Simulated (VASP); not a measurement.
Input of a VASP 6.6.1 run:

File POSCAR:

```
In2O3
1.0
    2.8088974603      1.6217177048      4.9514269733
   -2.8088974603      1.6217177048      4.9514269733
    0.0000000000     -3.2434354097      4.9514269733
In O
4 6
Direct
    0.8563315975      0.8563315975      0.8563315975
    0.3563315975      0.3563315975      0.3563315975
    0.1436684025      0.1436684025      0.1436684025
    0.6436684025      0.6436684025      0.6436684025
    0.4529589832      0.0470410168      0.7500000000
    0.0470410168      0.7500000000      0.4529589832
    0.5470410168      0.9529589832      0.2500000000
    0.2500000000      0.5470410168      0.9529589832
    0.9529589832      0.2500000000      0.5470410168
    0.7500000000      0.4529589832      0.0470410168
```

The input INCAR.step1:

```
ALGO = Normal
EDIFF = 1E-4
ENCUT = 520
GGA = PE
ISMEAR = 0
LASPH = True
LCHARG = False
LREAL = False
LWAVE = True
NBANDS = 55
NELM = 80
PREC = Accurate
SIGMA = 0.01
```

Contents of INCAR.step2:

```
ALGO = Normal
EDIFF = 1E-7
ENCUT = 520
ISIF = 2
ISMEAR = 0
ISTART = 1
LASPH = True
LCHARG = False
LMIXTAU = True
LREAL = False
LWAVE = False
METAGGA = R2SCAN
NBANDS = 55
NELM = 80
PREC = Accurate
SIGMA = 0.01
```

The input KPOINTS:

```
k-points
0
Gamma
  6 6 6
```

Potentials or basis: VASP PAW PBE potentials, release 64 (In_d, O).

Launch:

```bash
$ cat potpaw_PBE.64/In_d/POTCAR potpaw_PBE.64/O/POTCAR > POTCAR
$ cp INCAR.step1 INCAR
$ mpirun -np 1 vasp_std > vasp.out
$ cp INCAR.step2 INCAR
$ mpirun -np 1 vasp_std > vasp.out
```

Question: What does it give for the band gap on the k mesh?

Answer: 1.40 eV (least direct gap 1.48 eV).

Question: Estimate the largest force.

Answer: 0.018 eV/Å.

Question: Predict the pressure.

Answer: -8.5 GPa.

Forces in eV/Å, atoms in the order of the input:
```
In   0.000  0.000  0.018
In   0.000  0.000  0.018
In   0.000  0.000 -0.018
In   0.000  0.000 -0.018
O   -0.004  0.000  0.000
O    0.002  0.003  0.000
O    0.004  0.000  0.000
O   -0.002  0.003  0.000
O   -0.002 -0.003  0.000
O    0.002 -0.003  0.000
```

Caveat: the cell differs from its parent crystal (strain +2.0%); the cell stands under tension; the PAW data sets were made with another functional, which shifts forces and pressure a little; spin-orbit coupling is left out, which moves the levels of the heavy elements. A k mesh can miss the band edges.
